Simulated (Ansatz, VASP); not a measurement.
# Two plane-wave programs on CaO

```
CELL_PARAMETERS angstrom
2.90321 0.00000 0.00000
0.00000 2.90321 0.00000
0.00000 0.00000 2.90321
ATOMIC_POSITIONS crystal
Ca 0.00000 0.00000 0.00000
O 0.50000 0.50000 0.50000
```

Alike in both runs: task single point; functional PBE-based screened hybrid with a share of 0.15 of exact exchange and HFSCREEN = 0.5; k mesh 4 × 4 × 4; no spin polarisation.

|  | VASP | Ansatz |
| --- | --- | --- |
| version | VASP 6.6.1 | Ansatz 0.2.0 |
| potentials or method | VASP PAW PBE potentials, release 64 (Ca_sv, O) | plane waves |
| plane-wave cutoff (eV) | 520 | 420 |
| occupations | gaussian, width 0.01 eV | fixed |
| valence electrons in the cell | 16 | 16 |

VASP gave:

- gap on the k mesh at the Fermi level (eV): 3.35
- pressure (GPa): 2.8

Task: Which values does Ansatz return?

Result: gap on the k mesh at the Fermi level (eV): 3.36; pressure (GPa): 2.1.

VASP's potentials were made for PBE, not for PBE-based screened hybrid. Ansatz's warnings: stress exchange threshold loose, stress scf threshold loose.

The k mesh is coarse, so the values compare programs but aren't converged.
